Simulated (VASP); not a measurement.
A run of VASP 6.6.1 is set up as follows.

File POSCAR:

```
TiAl
1.0
    2.8685970563      0.0000000000      0.0000000000
   -1.4342985281      2.4842779240      0.0000000000
    0.0000000000      0.0000000000      4.6338675650
Ti Al
1 1
Direct
    0.0000000000      0.0000000000      0.0000000000
    0.3333333333      0.6666666667      0.5000000000
```

Contents of INCAR.step1:

```
SYSTEM = TiAl
  ALGO = Normal
  EDIFF = 1E-4
  ENCUT = 520
  GGA = PE
  ISMEAR = 0
  LASPH = .TRUE.
  LCHARG = .FALSE.
  LREAL = .FALSE.
  LWAVE = .TRUE.
  NBANDS = 14
  NELM = 80
  PREC = Accurate
  SIGMA = 0.1
```

Contents of INCAR.step2:

```
SYSTEM = TiAl
  ALGO = Normal
  EDIFF = 1E-6
  ENCUT = 520
  ISIF = 2
  ISMEAR = 0
  ISTART = 1
  LASPH = .TRUE.
  LCHARG = .TRUE.
  LELF = .TRUE.
  LMIXTAU = .TRUE.
  LREAL = .FALSE.
  LVHAR = .TRUE.
  LWAVE = .FALSE.
  METAGGA = R2SCAN
  NBANDS = 14
  NELM = 80
  PREC = Accurate
  SIGMA = 0.1
```

The input KPOINTS:

```
k-points
0
G
  18 18 10
  0 0 0
```

Potentials or basis: VASP PAW PBE potentials, release 64 (Ti_sv, Al).

Run with:

```bash
$ cat potpaw_PBE.64/Ti_sv/POTCAR potpaw_PBE.64/Al/POTCAR > POTCAR
$ cp INCAR.step1 INCAR
$ mpirun -np 1 vasp_std > vasp.out
$ cp INCAR.step2 INCAR
$ mpirun -np 1 vasp_std > vasp.out
```

Task: What does it give for the band gap on the k mesh?

Result: Zero (an odd number of electrons rules out a gap without spin polarisation).

Task: What does it give for the pressure?

Result: 0.1 GPa.

Caveat: the PAW data sets were made with another functional, which shifts forces and pressure a little.
